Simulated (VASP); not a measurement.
Write the native input for VASP 6.6.1 that does the following.

- Task: single point
- Functional: r2SCAN
- Potentials or basis: VASP PAW PBE potentials, release 64 (Sb)
- Cutoff: 520 eV
- k mesh: 16 × 16 × 16
- Occupations: gaussian, width 0.15 eV
- Spin: no spin polarisation
- Dipole correction: no
- Further INCAR settings: ALGO = Normal; EDIFF = 1e-07; NBANDS = 8

Sb:

```
CELL_PARAMETERS angstrom
3.28640 0.00000 0.00000
0.00000 3.28640 0.00000
0.00000 0.00000 3.03360
ATOMIC_POSITIONS crystal
Sb 0.00000 0.00000 0.00000
```

This cell differs from its parent crystal: strain +0.040 along x and y, -0.040 along z.

These files were run (other wordings do the same):

POSCAR

```
Sb
1.0
    3.2864000000      0.0000000000      0.0000000000
    0.0000000000      3.2864000000      0.0000000000
    0.0000000000      0.0000000000      3.0336000000
Sb
1
Direct
    0.0000000000      0.0000000000      0.0000000000
```

INCAR.step1

```
SYSTEM = Sb
PREC     = Accurate       ! precision mode
ENCUT    = 520            ! plane-wave cutoff, eV
ISMEAR   = 0              ! smearing method
SIGMA    = 0.15           ! smearing width, eV
LREAL    = .FALSE.        ! projectors in reciprocal space
LASPH    = .TRUE.         ! aspherical terms in the spheres
NELM     = 80             ! most SCF steps
NBANDS   = 8              ! bands
GGA      = PE             ! functional
ALGO     = Normal         ! electronic algorithm
EDIFF    = 1E-4           ! SCF threshold, eV
LWAVE    = .TRUE.         ! write WAVECAR
LCHARG   = .FALSE.        ! write CHGCAR
```

INCAR.step2

```
SYSTEM = Sb
PREC     = Accurate       ! precision mode
ENCUT    = 520            ! plane-wave cutoff, eV
EDIFF    = 1E-7           ! SCF threshold, eV
ISMEAR   = 0              ! smearing method
SIGMA    = 0.15           ! smearing width, eV
LREAL    = .FALSE.        ! projectors in reciprocal space
LASPH    = .TRUE.         ! aspherical terms in the spheres
NELM     = 80             ! most SCF steps
ALGO     = Normal         ! electronic algorithm
ISIF     = 2              ! what is computed and relaxed
LWAVE    = .FALSE.        ! write WAVECAR
LCHARG   = .FALSE.        ! write CHGCAR
METAGGA  = R2SCAN         ! meta-GGA
LMIXTAU  = .TRUE.       
NBANDS   = 8              ! bands
ISTART   = 1
```

KPOINTS

```
regular mesh
0
G
  16 16 16
  0 0 0
```

Potentials or basis: VASP PAW PBE potentials, release 64 (Sb).

Run with:

```bash
$ cat potpaw_PBE.64/Sb/POTCAR > POTCAR
$ cp INCAR.step1 INCAR
$ mpirun -np 1 vasp_std > vasp.out
$ cp INCAR.step2 INCAR
$ mpirun -np 1 vasp_std > vasp.out
```

It gave:

The pressure is -4.6 GPa.

Caveat: the cell differs from its parent crystal (strain +0.040 along x and y, -0.040 along z); the PAW data sets were made with another functional, which shifts forces and pressure a little.

Wall time 2.3 min on 1 thread of Intel(R) Xeon(R) Platinum 8259CL CPU @ 2.50GHz (Skylake/Cascade Lake), on a shared host, peak memory 0.23 GiB.
